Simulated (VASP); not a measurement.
# C (Fd-3m) in VASP: settings compared

The runs below take C through dielectric tensor, G0W0 quasiparticle levels, with r2SCAN, PBE.

Everything below comes from runs of VASP 6.6.1. Logs are shortened: lines on timing, memory, paths and dates and some standing lists are left out, and cuts for length are marked.

## Step 1: The cell of the first run

The structure is cubic, space group Fd-3m (No. 227). Conventional cell: a = 3.560 Å, b = 3.560 Å, c = 3.560 Å, α = 90.00°, β = 90.00°, γ = 90.00°. Within 2.1 Å of C (site symmetry -43m) lie 4 C at 1.54 Å.

## Step 2: Dielectric tensor, r2SCAN

The input, INCAR:

```
SYSTEM = C
  PREC = Accurate
  ENCUT = 520
  EDIFF = 1E-8
  ISMEAR = 0
  SIGMA = 0.01
  LREAL = .False.
  LASPH = .True.
  NELM = 100
  ALGO = Normal
  ISIF = 2
  LWAVE = .False.
  LCHARG = .False.
  METAGGA = R2SCAN
  LMIXTAU = .True.
  LCALCEPS = .True.
```

The input, KPOINTS:

```
regular mesh
0
Gamma
  10 10 10
  0 0 0
```

The input, POSCAR:

```
C
1.0
    0.0000000000      1.7801243542      1.7801243542
    1.7801243542      0.0000000000      1.7801243542
    1.7801243542      1.7801243542      0.0000000000
C
2
Direct
    0.0000000000      0.0000000000      0.0000000000
    0.2500000000      0.2500000000      0.2500000000
```

Potentials or basis: VASP PAW PBE potentials, release 64 (C).

Command:

```sh
$ cat potpaw_PBE.64/C/POTCAR > POTCAR
$ mpirun -np 1 vasp_std > vasp.out
```

OUTCAR:

```text
SYSTEM = C
   PREC = Accurate
   ENCUT = 520
   EDIFF = 1E-8
   ISMEAR = 0
   LREAL = .False.
   LASPH = .True.
   NELM = 100
   ISIF = 2
   METAGGA = R2SCAN

 ion  position               nearest neighbor table
   1  0.000  0.000  0.000-   2 1.54   2 1.54   2 1.54   2 1.54
   2  0.250  0.250  0.250-   1 1.54   1 1.54   1 1.54   1 1.54

  LATTYP: Found a face centered cubic cell.
 ALAT       =     3.5602487084

  Lattice vectors:

 A1 = (   0.0000000000,   1.7801243542,   1.7801243542)
 A2 = (   1.7801243542,   0.0000000000,   1.7801243542)
 A3 = (   1.7801243542,   1.7801243542,   0.0000000000)

Analysis of symmetry for initial positions (statically):
=====================================================================
 Subroutine PRICEL returns:
 Original cell was already a primitive cell.

 Routine SETGRP: Setting up the symmetry group for a
 face centered cubic supercell.

 Subroutine GETGRP returns: Found 48 space group operations
 (whereof 24 operations were pure point group operations)
 out of a pool of 48 trial point group operations.

The static configuration has the point symmetry T_d .
 The point group associated with its full space group is O_h .

Analysis of symmetry for dynamics (positions and initial velocities):
=====================================================================
 Subroutine PRICEL returns:
 Original cell was already a primitive cell.

 Routine SETGRP: Setting up the symmetry group for a
 face centered cubic supercell.

 Subroutine GETGRP returns: Found 48 space group operations
 (whereof 24 operations were pure point group operations)
 out of a pool of 48 trial point group operations.

The dynamic configuration has the point symmetry T_d .
 The point group associated with its full space group is O_h .

 Subroutine INISYM returns: Found 48 space group operations
 (whereof 24 operations are pure point group operations),
 and found     1 'primitive' translations

----------------------------------------------------------------------------------------

                                     Primitive cell

  volume of cell :      11.2819

  direct lattice vectors                    reciprocal lattice vectors
     0.000000000  1.780124354  1.780124354    -0.280879254  0.280879254  0.280879254
     1.780124354  0.000000000  1.780124354     0.280879254 -0.280879254  0.280879254
     1.780124354  1.780124354  0.000000000     0.280879254  0.280879254 -0.280879254

  length of vectors
     2.517476004  2.517476004  2.517476004     0.486497138  0.486497138  0.486497138

  position of ions in fractional coordinates (direct lattice)
     0.000000000  0.000000000  0.000000000
     0.250000000  0.250000000  0.250000000

  ion indices of the primitive-cell ions
   primitive index   ion index
                 1           1
                 2           2

----------------------------------------------------------------------------------------

 KPOINTS: regular mesh

Automatic generation of k-mesh.
 Grid dimensions read from file:
 generate k-points for:   10   10   10

 Generating k-lattice:

  Cartesian coordinates                     Fractional coordinates (reciprocal lattice)
    -0.028087925  0.028087925  0.028087925     0.100000000  0.000000000  0.000000000
     0.028087925 -0.028087925  0.028087925     0.000000000  0.100000000  0.000000000
     0.028087925  0.028087925 -0.028087925     0.000000000  0.000000000  0.100000000

  Length of vectors
     0.048649714  0.048649714  0.048649714

  Shift w.r.t. Gamma in fractional coordinates (k-lattice)
     0.000000000  0.000000000  0.000000000

 Subroutine IBZKPT returns following result:
 ===========================================

 Found     47 irreducible k-points:

 Following reciprocal coordinates:
            Coordinates               Weight
  0.000000  0.000000  0.000000      1.000000
  0.100000  0.000000  0.000000      8.000000
  0.200000  0.000000  0.000000      8.000000
  0.300000  0.000000  0.000000      8.000000
  0.400000  0.000000  0.000000      8.000000
  0.500000  0.000000  0.000000      4.000000
[... 16 lines left out ...]
  0.300000  0.300000  0.000000      6.000000
  0.400000  0.300000  0.000000     24.000000
 [... further k-points ...]
   k-points           NKPTS =     47   k-points in BZ     NKDIM =     47   number of bands    NBANDS=      8
   number of dos      NEDOS =    301   number of ions     NIONS =      2
   total plane-waves  NPLWV =   8000
   dimension x,y,z NGX =    20 NGY =   20 NGZ =   20
   dimension x,y,z NGXF=    40 NGYF=   40 NGZF=   40
   ions per type =               2
   NGX,Y,Z   is equivalent  to a cutoff of  13.21, 13.21, 13.21 a.u.
   NGXF,Y,Z  is equivalent  to a cutoff of  26.41, 26.41, 26.41 a.u.
 SYSTEM =  C
   PREC   = accura    normal or accurate (medium, high low for compatibility)
   ISTART =      0    job   : 0-new  1-cont  2-samecut
   ICHARG =      2    charge: 1-file 2-atom 10-const
   ISPIN  =      1    spin polarized calculation?
   LNONCOLLINEAR =      F non collinear calculations
   LSORBIT =      F    spin-orbit coupling
   LASPH  =      T    aspherical Exc in radial PAW
   ENCUT  =  520.0 eV  38.22 Ry    6.18 a.u.   4.68  4.68  4.68*2*pi/ulx,y,z
   NELM   =    100;   NELMIN=  2; NELMDL= -5     # of ELM steps
   EDIFF  = 0.1E-07   stopping-criterion for ELM
   LREAL  =      F    real-space projection
   EDIFFG = 0.1E-06   stopping-criterion for IOM
   NSW    =      0    number of steps for IOM
   IBRION =     -1    ionic relax: 0-MD 1-quasi-New 2-CG
   NFREE  =      0    steps in history (QN), initial steepest desc. (CG)
   ISIF   =      2    stress and relaxation
   ISYM   =      2    0-nonsym 1-usesym 2-fastsym
   POTIM  = 0.5000    time-step for ionic-motion
   TEBEG  =    0.0;   TEEND  =   0.0 temperature during run
   PSTRESS=    0.0 pullay stress
   NELECT =       8.0000    total number of electrons
   NUPDOWN=      -1.0000    fix difference up-down
   EMIN   =  10.00;   EMAX   =-10.00  energy-range for DOS
   EFERMI =   0.00;   METHOD = LEGACY
   ISMEAR =     0;   SIGMA  =   0.01  broadening in eV -4-tet -1-fermi 0-gaus
   EFERMI_NEDOS =   21; number of points for ismear=-14 and -15
   IALGO  =     38    algorithm
   IMIX   =      4    mixing-type and parameters
     AMIX     =   0.40;   BMIX     =  1.00
     AMIX_MAG =   1.60;   BMIX_MAG =  1.00
  volume/ion in A,a.u.               =       5.64        38.07
  Fermi-wavevector in a.u.,A,eV,Ry     =   1.459860  2.758735 28.996609  2.131191
  Thomas-Fermi vector in A             =   2.576377
   LORBIT       =      0    0 simple, 1 ext, 2 COOP (PROOUT), +10 PAW based schemes
   METAGGA = R2SCAN    functional components
   LHFCALC =     F    Hartree Fock is set to
   AEXX    =    0.0000 exact exchange contribution
   IVDW    =     0    specifies the selected vdW correction
   LEPSILON=     F    determine dielectric tensor
   LRPA    =     F    only Hartree local field effects (RPA)
   LRPA       =     F
 non-spin polarized calculation
 Gauss-broadening in eV      SIGMA  =   0.01
  energy-cutoff  :      520.00
  volume of cell :       11.28
 maximum number of plane-waves:       318
   NGX =  9   NGY =  9   NGZ =  9

 Total electronic dipole moment: p[elc]=(     0.00000    -0.00000    -0.00000 ) |e| Angst

 Total electronic dipole moment: p[elc]=(     0.00000     0.00000    -0.00000 ) |e| Angst

 number of electron       7.9999999 magnetization

 Free energy of the ion-electron system (eV)
  ---------------------------------------------------
  ext. energy  EPLUGINS =         0.00000000
  ---------------------------------------------------
  free energy    TOTEN  =       -19.65712491 eV

  energy without entropy =      -19.65712491  energy(sigma->0) =      -19.65712491

 E-fermi :   9.8460     XC(G=0): -14.2880

 val. band max:        9.7925472736   @ k =   0.0000   0.0000   0.0000
 cond. band min:   10000.0000000000   @ k =   0.0000   0.0000   0.0000
 fundamental gap:   9990.2074527264
 Fermi energy:         9.8460065041

 k-point     1 :       0.0000    0.0000    0.0000
  band No.  band energies     occupation
      1     -12.9788      2.00000
      2       9.7925      2.00000
      3       9.7925      2.00000
      4       9.7925      2.00000
      5   10000.0000      0.00000
      6   10000.0000      0.00000
      7   10000.0000      0.00000
      8   10000.0000      0.00000

 k-point     2 :       0.1000    0.0000    0.0000
  band No.  band energies     occupation
      1     -12.6884      2.00000
      2       7.9883      2.00000
      3       9.3125      2.00000
      4       9.3125      2.00000
      5   10000.0000      0.00000
      6   10000.0000      0.00000
      7   10000.0000      0.00000
      8   10000.0000      0.00000

 k-point     3 :       0.2000    0.0000    0.0000
  band No.  band energies     occupation
      1     -11.8233      2.00000
      2       4.5733      2.00000
      3       8.3750      2.00000
      4       8.3750      2.00000
      5   10000.0000      0.00000
      6   10000.0000      0.00000
      7   10000.0000      0.00000
      8   10000.0000      0.00000

 k-point     4 :       0.3000    0.0000    0.0000
  band No.  band energies     occupation
      1     -10.4062      2.00000
      2       0.9777      2.00000
      3       7.5319      2.00000
      4       7.5319      2.00000
      5   10000.0000      0.00000
      6   10000.0000      0.00000
      7   10000.0000      0.00000
      8   10000.0000      0.00000

 k-point     5 :       0.4000    0.0000    0.0000
  band No.  band energies     occupation
      1      -8.5223      2.00000
      2      -2.3098      2.00000
      3       6.9868      2.00000
      4       6.9868      2.00000
      5   10000.0000      0.00000
      6   10000.0000      0.00000
      7   10000.0000      0.00000
      8   10000.0000      0.00000
[... 177 lines left out ...]
 k-point    22 :      -0.2000    0.2000    0.0000
  band No.  band energies     occupation
      1      -9.9362      2.00000
      2       2.3179      2.00000
      3       3.4226      2.00000
      4       7.6691      2.00000
      5   10000.0000      0.00000
      6   10000.0000      0.00000
      7   10000.0000      0.00000
      8   10000.0000      0.00000

 k-point    23 :       0.3000    0.3000    0.0000
  band No.  band energies     occupation
      1      -9.5473      2.00000
      2       3.2336      2.00000
      3       4.5927      2.00000
      4       4.5927      2.00000
      5   10000.0000      0.00000
      6   10000.0000      0.00000
      7   10000.0000      0.00000
      8   10000.0000      0.00000

 k-point    24 :       0.4000    0.3000    0.0000
  band No.  band energies     occupation
      1      -8.1656      2.00000
      2       1.1387      2.00000
      3       3.4406      2.00000
      4       4.0944      2.00000
      5   10000.0000      0.00000
      6   10000.0000      0.00000
      7   10000.0000      0.00000
      8   10000.0000      0.00000

 [... further k-points ...]

------------------------ aborting loop because EDIFF is reached ----------------------------------------

            Ionic dipole moment: p[ion]=(     3.56025     3.56025     3.56025 ) |e| Angst

 Total electronic dipole moment: p[elc]=(     0.00000     0.00000     0.00299 ) |e| Angst

 MACROSCOPIC STATIC DIELECTRIC TENSOR (including local field effects)
 ------------------------------------------------------
           5.793762    -0.000000     0.000000
           0.000000     5.793762     0.000000
          -0.000000     0.000000     5.793762
 ------------------------------------------------------

 PIEZOELECTRIC TENSOR (including local field effects) (e Angst)
          XX          YY          ZZ          XY          YZ          ZX
  --------------------------------------------------------------------------------
  x     0.00000     0.00000     0.00000     0.00000    -0.00000    -0.00000
  y    -0.00000     0.00000    -0.00000     0.00000     0.00000    -0.00000
  z     0.00000     0.00000     0.00000    -0.00000     0.00000    -0.00000

 PIEZOELECTRIC TENSOR (including local field effects) (C/m^2)
          XX          YY          ZZ          XY          YZ          ZX
  --------------------------------------------------------------------------------
  x     0.00000     0.00000     0.00000     0.00000    -0.00000    -0.00000
  y    -0.00000     0.00000    -0.00000     0.00000     0.00000    -0.00000
  z     0.00000     0.00000     0.00000    -0.00000     0.00000    -0.00000

 BORN EFFECTIVE CHARGES (including local field effects) (in |e|, cummulative output)
 ---------------------------------------------------------------------------------
 ion    1
    1    -0.00000    -0.00000    -0.00000
    2     0.00000     0.00000     0.00000
    3     0.00000     0.00000     0.00000
 ion    2
    1     0.00000     0.00000    -0.00000
    2     0.00000    -0.00000    -0.00000
    3     0.00000     0.00000    -0.00000

  FORCE on cell =-STRESS in cart. coord.  units (eV):
  Direction    XX          YY          ZZ          XY          YZ          ZX
  --------------------------------------------------------------------------------------
  -------------------------------------------------------------------------------------
  Total        0.0797972      0.0797972      0.0797972      0.0000000      0.0000000      0.0000000
  in kB       11.3322781     11.3322781     11.3322781      0.0000000      0.0000000      0.0000000
  external PRESSURE =      11.3322781 kB  Pullay stress =       0.0000000 kB

 VOLUME and BASIS-vectors are now :
 -----------------------------------------------------------------------------
  energy-cutoff  :      520.00
  volume of cell :       11.28
      direct lattice vectors                 reciprocal lattice vectors
     0.000000000  1.780124354  1.780124354    -0.280879254  0.280879254  0.280879254
     1.780124354  0.000000000  1.780124354     0.280879254 -0.280879254  0.280879254
     1.780124354  1.780124354  0.000000000     0.280879254  0.280879254 -0.280879254

 POSITION                                       TOTAL-FORCE (eV/Angst)
 -----------------------------------------------------------------------------------
      0.00000      0.00000      0.00000         0.000000      0.000000      0.000000
      0.89006      0.89006      0.89006        -0.000000     -0.000000     -0.000000
 -----------------------------------------------------------------------------------
    total drift:                               -0.000000     -0.000000      0.000000

  FREE ENERGIE OF THE ION-ELECTRON SYSTEM (eV)
  ---------------------------------------------------
  free  energy   TOTEN  =       -19.6571249126 eV

  energy  without entropy=      -19.6571249126  energy(sigma->0) =      -19.65712491
```

Wall time 26 min (1 thread of Intel Xeon Platinum 8259CL at 2.50GHz (Skylake/Cascade Lake), shared host); peak memory 0.23 GiB.

What came out:

* Band gap on the k mesh: 4.38 eV, indirect (least direct gap 5.85 eV)
* Electronic dielectric tensor (diagonal): 5.79
* Born charges (mean of the diagonal): C +0.00 e

Electronic dielectric tensor:
```
5.79 0.00 0.00
0.00 5.79 0.00
0.00 0.00 5.79
```

Born effective charge tensors (e):
atom 1, C
```
0.00 0.00 0.00
0.00 0.00 0.00
0.00 0.00 0.00
```
atom 2, C
```
0.00 0.00 0.00
0.00 0.00 0.00
0.00 0.00 0.00
```

Dipole moments of the cell (e·Å, modulo the quantum): ionic 3.560, 3.560, 3.560; electronic 0.000, 0.000, 0.003

Caveat: the PAW data sets were made with another functional, which shifts forces and pressure a little. A k mesh can miss the band edges.

[end of part 1 of 2]
